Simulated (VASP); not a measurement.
Runs of VASP 6.6.1 on TaN. The structure is that of space group P-6m2 (No. 187), or close to it. The cells are those of the table. 

```csv
task,cell,k mesh,cutoff (eV),smearing,gap on the mesh (eV),pressure (GPa)
relaxation of shape and atoms at fixed volume,"relaxed from a = 3.010, b = 3.010, c = 2.951 Å, angles 90.0, 90.0, 120.0°, 2 atoms",18 × 18 × 14,600,gaussian 0.1 eV,none,-16.9
single point,"a = 2.950, b = 2.950, c = 2.898 Å, angles 90.0, 90.0, 120.0°, 2 atoms",24 × 24 × 22,520,gaussian 0.15 eV,none,0.7
single point,"a = 2.924, b = 2.924, c = 2.826 Å, angles 90.0, 90.0, 120.0°, 2 atoms",18 × 18 × 14,520,gaussian 0.1 eV,none,(a)
single point,"a = 2.950, b = 2.950, c = 2.897 Å, angles 90.0, 90.0, 120.0°, 2 atoms",18 × 18 × 14,520,fermi-dirac 0.15 eV,none,0.7
single point,"a = 2.947, b = 2.947, c = 2.895 Å, angles 90.0, 90.0, 120.0°, 2 atoms",18 × 18 × 14,520,fermi-dirac 0.15 eV,none,1.7
```

Alike in all rows: level PBE; potentials or basis VASP PAW PBE potentials, release 64 (Ta_pv, N); no spin polarisation.

Problem. Fill in the values left out.

Solution. (a) 17.5.

Caveats: spin-orbit coupling is left out, which moves the levels of the heavy elements.

A k mesh can miss the band edges, and the runs leave out spin-orbit coupling on Ta.

A gap of «none» marks levels without a gap at the run's occupations.
